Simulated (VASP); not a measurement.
Here is a VASP 6.6.1 calculation.

INCAR

```
SYSTEM = NiSb
ALGO     = Normal         ! electronic algorithm
EDIFF    = 1E-6           ! SCF threshold, eV
ENCUT    = 520            ! plane-wave cutoff, eV
GGA      = PE             ! functional
ISIF     = 2              ! what is computed and relaxed
ISMEAR   = 0              ! smearing method
LASPH    = .TRUE.         ! aspherical terms in the spheres
LCHARG   = .FALSE.        ! write CHGCAR
LREAL    = .FALSE.        ! projectors in reciprocal space
LWAVE    = .FALSE.        ! write WAVECAR
NBANDS   = 23             ! bands
NELM     = 80             ! most SCF steps
PREC     = Accurate       ! precision mode
SIGMA    = 0.1            ! smearing width, eV
```

KPOINTS

```
k-points
0
G
  18 18 10
  0 0 0
```

The input POSCAR:

```
NiSb
1.0
    3.8964520053      0.0000000000      0.0000000000
   -1.9482260027      3.3744264212      0.0000000000
    0.0000000000      0.0000000000      5.2187612967
Ni Sb
2 2
Direct
    0.0000000000      0.0000000000      0.0000000000
    0.0000000000      0.0000000000      0.5000000000
    0.3333333333      0.6666666667      0.2500000000
    0.6666666667      0.3333333333      0.7500000000
```

Potentials or basis: VASP PAW PBE potentials, release 64 (Ni, Sb).

Run with:

```bash
$ cat potpaw_PBE.64/Ni/POTCAR potpaw_PBE.64/Sb/POTCAR > POTCAR
$ mpirun -np 1 vasp_std > vasp.out
```

Question: Predict the pressure.

Answer: 3.4 GPa.

Question: Estimate the band gap on the k mesh.

Answer: Zero (band 15 reaches 12.19 eV, above the bottom of band 16 at 8.73 eV).

Stress tensor (GPa, compression positive):
```
4.54 0.00 0.00
0.00 4.54 0.00
0.00 0.00 1.02
```

Caveat: the cell differs from its parent crystal (biaxial strain in the a-b plane: -2.0 %); spin-orbit coupling is left out, which moves the levels of the heavy elements. Spin polarisation is off, so any magnetic state and its effect on volume and gap are missing.
